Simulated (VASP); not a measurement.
Fe, 1 atom in the cell. Symmetry: Im-3m, No. 229, cubic system. Conventional cell: a = 2.861 Å, b = 2.861 Å, c = 2.861 Å, α = 90.00°, β = 90.00°, γ = 90.00°. Fe (site symmetry m-3m) has 14 Fe at 2.48 to 2.86 Å within 3.3 Å. 

```yaml
Program: VASP 6.6.1
Task: single point
Functional: PBE
Potentials_or_basis: VASP PAW PBE potentials, release 64 (Fe)
Cutoff: 520 eV
k_mesh: 12 × 12 × 12
Occupations: fermi-dirac, width 0.05 eV
Spin: collinear spin, zero start
Starting_moments: "[0.0] μB"
Fixed_moment: 0 μB
Hubbard_terms: Fe d U = 5.3 eV
Dipole_correction: no
Further_INCAR_settings: ALGO = Normal; EDIFF = 1e-06; NBANDS = 14
```

Potentials or basis: VASP PAW PBE potentials, release 64 (Fe).

Launch:

```console
$ cat potpaw_PBE.64/Fe/POTCAR > POTCAR
$ mpirun -np 1 vasp_std > vasp.out
```

Hardware: 1 thread of AMD EPYC 9R45 96-Core Processor (Zen 5), on a shared host.

**Question.** Estimate the wall time of this run.

**Answer.** It took 26 s on 1 thread of AMD EPYC 9R45 96-Core Processor (Zen 5), with other jobs on the host, peak memory 0.1 GiB. Counts: scf iterations 27, k points 72.
